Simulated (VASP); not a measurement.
Crystal: HfO2.

```
CELL_PARAMETERS angstrom
0.00000 2.55750 2.55750
2.55750 0.00000 2.55750
2.55750 2.55750 0.00000
ATOMIC_POSITIONS crystal
Hf 0.00000 0.00000 0.00000
O 0.75000 0.75000 0.75000
O 0.25000 0.25000 0.25000
```

```yaml
Program: VASP 6.6.1
Task: relaxation of cell and atoms
Functional: PBE
Dispersion: D3(BJ)
Potentials_or_basis: VASP PAW PBE potentials, release 64 (Hf_pv, O)
Cutoff: 600 eV
k_mesh: 9 × 9 × 9
Occupations: fermi-dirac, width 0.05 eV
Spin: no spin polarisation
```

At the start: pressure -9.8 GPa; volume 11.15 Å³/atom.

Q: How do energy, volume and symmetry change on relaxing?

A: Over 3 steps the energy falls by 14.1 meV/atom and the volume is 10.71 Å³/atom (-4.0 %); space group Fm-3m (No. 225, to 0.1 Å) before and after.

The path:
```csv
step,energy change (eV),largest force (eV/Å),pressure (GPa),volume (Å³)
1,0.0000,0.0000,-9.76,33.46
2,0.0528,0.0000,17.48,30.27
3,-0.0424,0.0000,-0.12,32.13
```

Final structure:
```cif
data_structure
_symmetry_space_group_name_H-M 'P 1'
_symmetry_Int_Tables_number 1
_cell_length_a 3.5686
_cell_length_b 3.5686
_cell_length_c 3.5686
_cell_angle_alpha 60.000
_cell_angle_beta 60.000
_cell_angle_gamma 60.000
_cell_volume 32.13
loop_
_atom_site_label
_atom_site_type_symbol
_atom_site_fract_x
_atom_site_fract_y
_atom_site_fract_z
_atom_site_occupancy
Hf1 Hf 0.00000 0.00000 0.00000 1
O1 O 0.75000 0.75000 0.75000 1
O2 O 0.25000 0.25000 0.25000 1
```
